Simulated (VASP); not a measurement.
Runs of VASP 6.6.1 on MoS2. The structure is that of space group R3m (No. 160), or close to it. The cells are those of the table. 

| cell | gap on the mesh (eV) | pressure (GPa) | largest force (eV/Å) |
| --- | --- | --- | --- |
| a = 6.299 Å, angles 28.5°, 3 atoms | 0.90 | 15.3 | (a) |
| a = 6.239 Å, angles 28.5°, 3 atoms | (b) | 21.5 | 2.11 |
| a = 6.582 Å, angles 28.5°, 3 atoms | 0.98 | -5.5 | 0.75 |
| a = 6.357 Å, angles 28.5°, 3 atoms | 0.92 | 9.9 | 0.99 |
| a = 6.415 Å, angles 28.5°, 3 atoms | 0.94 | 5.2 | 0.51 |
| a = 6.471 Å, angles 28.5°, 3 atoms | 0.96 | (c) | 0.08 |
| a = 6.527 Å, angles 28.5°, 3 atoms | 0.97 | -2.4 | 0.40 |

Alike in all rows: task single point; level PBE; potentials or basis VASP PAW PBE potentials, release 64 (Mo_sv, S); no spin polarisation; k mesh 11 × 11 × 11; cutoff (eV) 520; smearing fermi-dirac 0.1 eV.

Q: Estimate the missing entries.

A: (a) 1.52; (b) 0.87; (c) 1.1.

Caveats: forces of over 1 eV/Å act on the atoms, so gaps and moduli don't describe the material at rest (some runs).

A k mesh can miss the band edges, and the runs leave out spin-orbit coupling on Mo.
